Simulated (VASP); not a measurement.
# GeMo2 (Fm-3m) in VASP: single point with PBE

Aim: the single point of GeMo2 with PBE.

Everything below comes from runs of VASP 6.6.1. Logs are shortened: lines on timing, memory, paths and dates and some standing lists are left out, and cuts for length are marked.

## (1) The cell of the first run

It takes space group Fm-3m (No. 225, cubic). Conventional cell: a = 5.948 Å, b = 5.948 Å, c = 5.948 Å, α = 90.00°, β = 90.00°, γ = 90.00°. Ge (site symmetry m-3m) has 8 Mo at 2.58 Å within 3.4 Å. Within 3.4 Å of Mo (site symmetry -43m) lie 4 Ge at 2.58 Å and 6 Mo at 2.97 Å.

The cell was built from a structure type or drawn by symmetry, and may not be a known phase.

## (2) Single point, PBE, collinear spin

Contents of INCAR:

```
  ALGO = Normal
  EDIFF = 1E-7
  ENCUT = 520
  GGA = PE
  ISIF = 2
  ISMEAR = 0
  ISPIN = 2
  LASPH = T
  LCHARG = F
  LMAXMIX = 4
  LORBIT = 11
  LREAL = F
  LWAVE = F
  MAGMOM = 0 0.38 0.38
  NBANDS = 32
  NELM = 150
  PREC = Accurate
  SIGMA = 0.1
```

Contents of KPOINTS:

```
k-points
0
Gamma
  14 14 14
```

Contents of POSCAR:

```
GeMo2
1.0
    0.0000000000      2.9740696322      2.9740696322
    2.9740696322      0.0000000000      2.9740696322
    2.9740696322      2.9740696322      0.0000000000
Ge Mo
1 2
Direct
    0.5000000000      0.5000000000      0.5000000000
    0.2500000000      0.2500000000      0.2500000000
    0.7500000000      0.7500000000      0.7500000000
```

Potentials or basis: VASP PAW PBE potentials, release 64 (Ge_d, Mo_sv).

On the command line:

```bash
> cat potpaw_PBE.64/Ge_d/POTCAR potpaw_PBE.64/Mo_sv/POTCAR > POTCAR
> mpirun -np 1 vasp_std > vasp.out
```

OUTCAR:

```text
EDIFF = 1E-7
   ENCUT = 520
   GGA = PE
   ISIF = 2
   ISMEAR = 0
   ISPIN = 2
   LASPH = T
   LORBIT = 11
   LREAL = F
   NELM = 150
   PREC = Accurate

 ion  position               nearest neighbor table
   1  0.500  0.500  0.500-   2 2.58   3 2.58   2 2.58   2 2.58   2 2.58   3 2.58   3 2.58   3 2.58

   2  0.250  0.250  0.250-   1 2.58   1 2.58   1 2.58   1 2.58   3 2.97   3 2.97   3 2.97   3 2.97
                             3 2.97   3 2.97
   3  0.750  0.750  0.750-   1 2.58   1 2.58   1 2.58   1 2.58   2 2.97   2 2.97   2 2.97   2 2.97
                             2 2.97   2 2.97

  LATTYP: Found a face centered cubic cell.
 ALAT       =     5.9481392644

  Lattice vectors:

 A1 = (   0.0000000000,   2.9740696322,   2.9740696322)
 A2 = (   2.9740696322,   0.0000000000,   2.9740696322)
 A3 = (   2.9740696322,   2.9740696322,   0.0000000000)

Analysis of symmetry for initial positions (statically):
=====================================================================
 Subroutine PRICEL returns:
 Original cell was already a primitive cell.

 Routine SETGRP: Setting up the symmetry group for a
 face centered cubic supercell.

 Subroutine GETGRP returns: Found 48 space group operations
 (whereof 48 operations were pure point group operations)
 out of a pool of 48 trial point group operations.

The static configuration has the point symmetry O_h .

Analysis of symmetry for dynamics (positions and initial velocities):
=====================================================================
 Subroutine PRICEL returns:
 Original cell was already a primitive cell.

 Routine SETGRP: Setting up the symmetry group for a
 face centered cubic supercell.

 Subroutine GETGRP returns: Found 48 space group operations
 (whereof 48 operations were pure point group operations)
 out of a pool of 48 trial point group operations.

The dynamic configuration has the point symmetry O_h .

Analysis of structural, dynamic, and magnetic symmetry:
=====================================================================
 Subroutine PRICEL returns:
 Original cell was already a primitive cell.

 Routine SETGRP: Setting up the symmetry group for a
 face centered cubic supercell.

 Subroutine GETGRP returns: Found 48 space group operations
 (whereof 48 operations were pure point group operations)
 out of a pool of 48 trial point group operations.

The overall configuration has the point symmetry O_h .

 Subroutine INISYM returns: Found 48 space group operations
 (whereof 48 operations are pure point group operations),
 and found     1 'primitive' translations

----------------------------------------------------------------------------------------

                                     Primitive cell

  volume of cell :      52.6118

  direct lattice vectors                    reciprocal lattice vectors
     0.000000000  2.974069632  2.974069632    -0.168119803  0.168119803  0.168119803
     2.974069632  0.000000000  2.974069632     0.168119803 -0.168119803  0.168119803
     2.974069632  2.974069632  0.000000000     0.168119803  0.168119803 -0.168119803

  length of vectors
     4.205969609  4.205969609  4.205969609     0.291192040  0.291192040  0.291192040

  position of ions in fractional coordinates (direct lattice)
     0.500000000  0.500000000  0.500000000
     0.250000000  0.250000000  0.250000000
     0.750000000  0.750000000  0.750000000

  ion indices of the primitive-cell ions
   primitive index   ion index
                 1           1
                 2           2
                 3           3

----------------------------------------------------------------------------------------

 KPOINTS: k-points

Automatic generation of k-mesh.
 Grid dimensions read from file:
 generate k-points for:   14   14   14

 Generating k-lattice:

  Cartesian coordinates                     Fractional coordinates (reciprocal lattice)
    -0.012008557  0.012008557  0.012008557     0.071428571  0.000000000  0.000000000
     0.012008557 -0.012008557  0.012008557     0.000000000  0.071428571  0.000000000
     0.012008557  0.012008557 -0.012008557     0.000000000  0.000000000  0.071428571

  Length of vectors
     0.020799431  0.020799431  0.020799431

  Shift w.r.t. Gamma in fractional coordinates (k-lattice)
     0.000000000  0.000000000  0.000000000

 Subroutine IBZKPT returns following result:
 ===========================================

 Found    104 irreducible k-points:

 Following reciprocal coordinates:
            Coordinates               Weight
  0.000000  0.000000  0.000000      1.000000
  0.071429  0.000000  0.000000      8.000000
  0.142857  0.000000  0.000000      8.000000
  0.214286  0.000000  0.000000      8.000000
  0.285714  0.000000  0.000000      8.000000
  0.357143  0.000000  0.000000      8.000000
[... 16 lines left out ...]
  0.214286  0.142857  0.000000     24.000000
  0.285714  0.142857  0.000000     24.000000
 [... further k-points ...]
   k-points           NKPTS =    104   k-points in BZ     NKDIM =    104   number of bands    NBANDS=     32
   number of dos      NEDOS =    301   number of ions     NIONS =      3
   total plane-waves  NPLWV =  32768
   dimension x,y,z NGX =    32 NGY =   32 NGZ =   32
   dimension x,y,z NGXF=    64 NGYF=   64 NGZF=   64
   ions per type =               1   2
   NGX,Y,Z   is equivalent  to a cutoff of  12.65, 12.65, 12.65 a.u.
   NGXF,Y,Z  is equivalent  to a cutoff of  25.30, 25.30, 25.30 a.u.
 SYSTEM =  unknown system
   PREC   = accura    normal or accurate (medium, high low for compatibility)
   ISTART =      0    job   : 0-new  1-cont  2-samecut
   ICHARG =      2    charge: 1-file 2-atom 10-const
   ISPIN  =      2    spin polarized calculation?
   LNONCOLLINEAR =      F non collinear calculations
   LSORBIT =      F    spin-orbit coupling
   LASPH  =      T    aspherical Exc in radial PAW
   ENCUT  =  520.0 eV  38.22 Ry    6.18 a.u.   7.82  7.82  7.82*2*pi/ulx,y,z
   NELM   =    150;   NELMIN=  2; NELMDL= -5     # of ELM steps
   EDIFF  = 0.1E-06   stopping-criterion for ELM
   LREAL  =      F    real-space projection
   EDIFFG = 0.1E-05   stopping-criterion for IOM
   NSW    =      0    number of steps for IOM
   IBRION =     -1    ionic relax: 0-MD 1-quasi-New 2-CG
   NFREE  =      0    steps in history (QN), initial steepest desc. (CG)
   ISIF   =      2    stress and relaxation
   ISYM   =      2    0-nonsym 1-usesym 2-fastsym
   POTIM  = 0.5000    time-step for ionic-motion
   TEBEG  =    0.0;   TEEND  =   0.0 temperature during run
   PSTRESS=    0.0 pullay stress
   NELECT =      42.0000    total number of electrons
   NUPDOWN=      -1.0000    fix difference up-down
   EMIN   =  10.00;   EMAX   =-10.00  energy-range for DOS
   EFERMI =   0.00;   METHOD = LEGACY
   ISMEAR =     0;   SIGMA  =   0.10  broadening in eV -4-tet -1-fermi 0-gaus
   EFERMI_NEDOS =   21; number of points for ismear=-14 and -15
   IALGO  =     38    algorithm
   IMIX   =      4    mixing-type and parameters
     AMIX     =   0.40;   BMIX     =  1.00
     AMIX_MAG =   1.60;   BMIX_MAG =  1.00
  volume/ion in A,a.u.               =      17.54       118.35
  Fermi-wavevector in a.u.,A,eV,Ry     =   1.518670  2.869870 31.379921  2.306359
  Thomas-Fermi vector in A             =   2.627760
   LORBIT       =     11    0 simple, 1 ext, 2 COOP (PROOUT), +10 PAW based schemes
   GGA     = PE    functional components
   LHFCALC =     F    Hartree Fock is set to
   AEXX    =    0.0000 exact exchange contribution
   IVDW    =     0    specifies the selected vdW correction
   LEPSILON=     F    determine dielectric tensor
   LRPA    =     F    only Hartree local field effects (RPA)
 spin polarized calculation
 Gauss-broadening in eV      SIGMA  =   0.10
  energy-cutoff  :      520.00
  volume of cell :       52.61
 maximum number of plane-waves:      1435
   NGX = 15   NGY = 15   NGZ = 15

 number of electron      42.0000014 magnetization       0.5474696

 Free energy of the ion-electron system (eV)
  ---------------------------------------------------
  ext. energy  EPLUGINS =         0.00000000
  ---------------------------------------------------
  free energy    TOTEN  =       -24.56862118 eV

  energy without entropy =      -24.54316343  energy(sigma->0) =      -24.55589230

 E-fermi :   9.5195     XC(G=0): -12.2022

 val. band max:        9.5174206458   @ k =  -0.3571   0.2143   0.0000
 cond. band min:       9.5231936349   @ k =  -0.2143   0.3571   0.1429
 fundamental gap:      0.0057729892
 Fermi energy:         9.5194833865

 spin component 1

 k-point     1 :       0.0000    0.0000    0.0000
  band No.  band energies     occupation
      1     -51.5621      1.00000
      2     -51.4365      1.00000
      3     -25.7970      1.00000
      4     -25.7970      1.00000
      5     -25.7970      1.00000
      6     -25.4477      1.00000
[... 24 lines left out ...]
     31      15.9988      0.00000
     32      22.1864      0.00000
[... 774 lines left out ...]
      2     -51.4565      1.00000
      3     -25.7999      1.00000
      4     -25.7981      1.00000
      5     -25.6368      1.00000
      6     -25.6290      1.00000
[... 24 lines left out ...]
     31      18.4016      0.00000
     32      21.3587      0.00000

 [... further k-points ...]

 spin component 2

 k-point     1 :       0.0000    0.0000    0.0000
  band No.  band energies     occupation
      1     -51.4019      1.00000
      2     -51.2762      1.00000
      3     -25.6211      1.00000
      4     -25.6211      1.00000
      5     -25.6211      1.00000
      6     -25.2697      1.00000
[... 24 lines left out ...]
     31      16.0844      0.00000
     32      22.2999      0.00000
[... 774 lines left out ...]
      2     -51.2963      1.00000
      3     -25.6240      1.00000
      4     -25.6221      1.00000
      5     -25.4602      1.00000
      6     -25.4521      1.00000
[... 24 lines left out ...]
     31      18.4963      0.00000
     32      21.4579      0.00000

 [... further k-points ...]
[... 5 lines left out ...]
  --------------------------------------------------------------------------------------
  -------------------------------------------------------------------------------------
  Total        0.0904133      0.0904133      0.0904133     -0.0000000     -0.0000000     -0.0000000
  in kB        2.7533392      2.7533392      2.7533392     -0.0000000     -0.0000000     -0.0000000
  external PRESSURE =       2.7533392 kB  Pullay stress =       0.0000000 kB

 VOLUME and BASIS-vectors are now :
 -----------------------------------------------------------------------------
  energy-cutoff  :      520.00
  volume of cell :       52.61
      direct lattice vectors                 reciprocal lattice vectors
     0.000000000  2.974069632  2.974069632    -0.168119803  0.168119803  0.168119803
     2.974069632  0.000000000  2.974069632     0.168119803 -0.168119803  0.168119803
     2.974069632  2.974069632  0.000000000     0.168119803  0.168119803 -0.168119803

 POSITION                                       TOTAL-FORCE (eV/Angst)
 -----------------------------------------------------------------------------------
      2.97407      2.97407      2.97407        -0.000000      0.000000      0.000000
      1.48703      1.48703      1.48703        -0.000000     -0.000000      0.000000
      4.46110      4.46110      4.46110         0.000000      0.000000     -0.000000
 -----------------------------------------------------------------------------------
    total drift:                               -0.000000     -0.000000      0.000000

  FREE ENERGIE OF THE ION-ELECTRON SYSTEM (eV)
  ---------------------------------------------------
  free  energy   TOTEN  =       -24.5686211762 eV

  energy  without entropy=      -24.5431634291  energy(sigma->0) =      -24.55589230

 total charge

# of ion       s       p       d       tot
------------------------------------------
    1        1.105   1.491  10.114  12.710
    2        2.289   6.135   3.962  12.386
    3        2.289   6.135   3.962  12.386
--------------------------------------------------
tot          5.682  13.761  18.039  37.482

 magnetization (x)

# of ion       s       p       d       tot
------------------------------------------
    1       -0.003  -0.005   0.011   0.003
    2        0.003   0.002   0.239   0.245
    3        0.003   0.002   0.239   0.245
--------------------------------------------------
tot          0.004  -0.000   0.490   0.493
```

Run time: 3.3 min. Hardware: 1 thread of Intel Xeon Platinum 8559C (Emerald Rapids), shared host; peak memory 0.38 GiB.

What came out:

```
Free energy                                           : -24.5686 eV
Pressure                                              : 0.3 GPa
Net moment                                            : 0.55 μB per cell
Site moments                                          : Ge +0.00; Mo +0.24 μB
Valence electrons inside the program's atomic spheres : Ge 12.71; Mo 12.39
```
